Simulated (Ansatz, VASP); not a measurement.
## One calculation of LiNbO3, two programs

File INCAR:

```
SYSTEM = LiNbO3
ALGO = Normal ; EDIFF = 1E-6
ENCUT = 520 ; GGA = PE
ISIF = 2 ; ISMEAR = 0
LASPH = .True. ; LCHARG = .True.
LELF = .True. ; LREAL = .False.
LVHAR = .True. ; LWAVE = .False.
NBANDS = 45 ; NELM = 100
PREC = Accurate ; SIGMA = 0.05
```

File KPOINTS:

```
k-points
0
Gamma
  6 6 6
  0 0 0
```

File POSCAR:

```
LiNbO3
1.0
    2.5391654133      1.4659878349      4.6453184848
   -2.5391654133      1.4659878349      4.6453184848
    0.0000000000     -2.9319756698      4.6453184848
Li Nb O
2 2 6
Direct
    0.2815913687      0.2815913687      0.2815913687
    0.7815913687      0.7815913687      0.7815913687
    0.0004900497      0.0004900497      0.0004900497
    0.5004900497      0.5004900497      0.5004900497
    0.1104619503      0.3580262714      0.7211003599
    0.7211003599      0.1104619503      0.3580262714
    0.3580262714      0.7211003599      0.1104619503
    0.2211003599      0.8580262714      0.6104619503
    0.8580262714      0.6104619503      0.2211003599
    0.6104619503      0.2211003599      0.8580262714
```

Input for Ansatz:

```yaml
crystal:
  lattice:
    - [2.5391654133, 1.4659878349, 4.6453184848]
    - [-2.5391654133, 1.4659878349, 4.6453184848]
    - [0.0, -2.9319756698, 4.6453184848]
  atoms:
    - { symbol: Li, position: [0.2815913687, 0.2815913687, 0.2815913687] }
    - { symbol: Li, position: [0.7815913687, 0.7815913687, 0.7815913687] }
    - { symbol: Nb, position: [0.0004900497, 0.0004900497, 0.0004900497] }
    - { symbol: Nb, position: [0.5004900497, 0.5004900497, 0.5004900497] }
    - { symbol: O, position: [0.1104619503, 0.3580262714, 0.7211003599] }
    - { symbol: O, position: [0.7211003599, 0.1104619503, 0.3580262714] }
    - { symbol: O, position: [0.3580262714, 0.7211003599, 0.1104619503] }
    - { symbol: O, position: [0.2211003599, 0.8580262714, 0.6104619503] }
    - { symbol: O, position: [0.8580262714, 0.6104619503, 0.2211003599] }
    - { symbol: O, position: [0.6104619503, 0.2211003599, 0.8580262714] }
basis:
  ecutwfc: 520.0
kpoints:
  mp_grid: { grid: [6, 6, 6] }
hamiltonian:
  xc: pbe
  pseudopotentials: { kind: paw, azcp: { folder: soft_1 } }
scf:
  occupations: { method: gaussian, width: 0.05 }
output:
  forces: true
  stress: true
  eigenvalues: true
```

Alike in both runs: task single point; functional PBE; k mesh 6 × 6 × 6; occupations gaussian, width 0.05 eV; no spin polarisation.

```csv
,VASP,Ansatz
version,VASP 6.6.1,Ansatz 0.2.0
potentials or method,"VASP PAW PBE potentials, release 64 (Li_sv, Nb_sv, O), cutoff 520 eV","scalar-relativistic, plane waves, PAW"
valence electrons in the cell,68,68
```

```csv
,VASP,Ansatz,Ansatz less VASP
gap on the k mesh at the Fermi level (eV),3.79,3.81,+0.015
least direct gap on the mesh (eV),3.81,3.82,+0.015
rms of the force components (eV/Å),0.383,0.377,-0.0061
```

Atom by atom the forces differ by 0.015 eV/Å (rms over components). With one functional, cell and mesh, what is left measures potentials, basis and numerics.

Noted on VASP's run: the cutoff is under 1.25 times that of the potentials, so the pressure is a little rough.
